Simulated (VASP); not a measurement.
## C: single point with PBEsol+D3(BJ)

Crystal: C.

```
CELL_PARAMETERS angstrom
2.49870 0.00000 0.00000
-1.24935 2.16394 0.00000
0.00000 0.00000 3.58842
ATOMIC_POSITIONS crystal
C 0.31924 0.63848 0.00000
C 0.68076 0.36152 0.00000
```

| Item | Value |
| --- | --- |
| Program | VASP 6.6.1 |
| Task | single point |
| Functional | PBEsol |
| Dispersion | D3(BJ) |
| Potentials or basis | VASP PAW PBE potentials, release 64 (C) |
| Cutoff | 520 eV |
| k mesh | 21 × 21 × 12 |
| Occupations | gaussian, width 0.15 eV |
| Spin | no spin polarisation |
| Dipole correction | no |
| Further INCAR settings | ALGO = Normal; EDIFF = 1e-06; NBANDS = 11 |

```yaml
Pressure: -7.1 GPa
Largest_force: 5.069 eV/Å
Band_gap_on_the_k_mesh: zero (band 4 reaches 3.96 eV, above the bottom of band 5 at 3.54 eV)
Dispersion_energy_per_atom: -0.102 eV
```

Forces in eV/Å, atoms in the order of the input:
```
C    0.000  5.069  0.000
C    0.000 -5.069  0.000
```

Stress tensor (GPa, compression positive):
```
 -2.55   0.00   0.00
  0.00 -18.31   0.00
  0.00   0.00  -0.53
```

Levels at points of the mesh, in eV from the Fermi level:
| k point | band 1 | band 2 | band 3 | band 4 | band 5 | band 6 | band 7 | band 8 |
| --- | --- | --- | --- | --- | --- | --- | --- | --- |
| (0.00, 0.00, 0.00) | -19.19 | -6.58 | -4.64 | -1.05 | 3.84 | 5.80 | 10.44 | 11.30 |
| (0.00, 0.00, 0.50) | -19.00 | -8.02 | -4.62 | -1.01 | 5.85 | 9.05 | 10.52 | 11.04 |

Run time: 97 s on 1 thread of Intel Xeon 6975P-C, on a shared host, peak memory 0.25 GiB.

Caveat: the PAW data sets were made with another functional, which shifts forces and pressure a little.
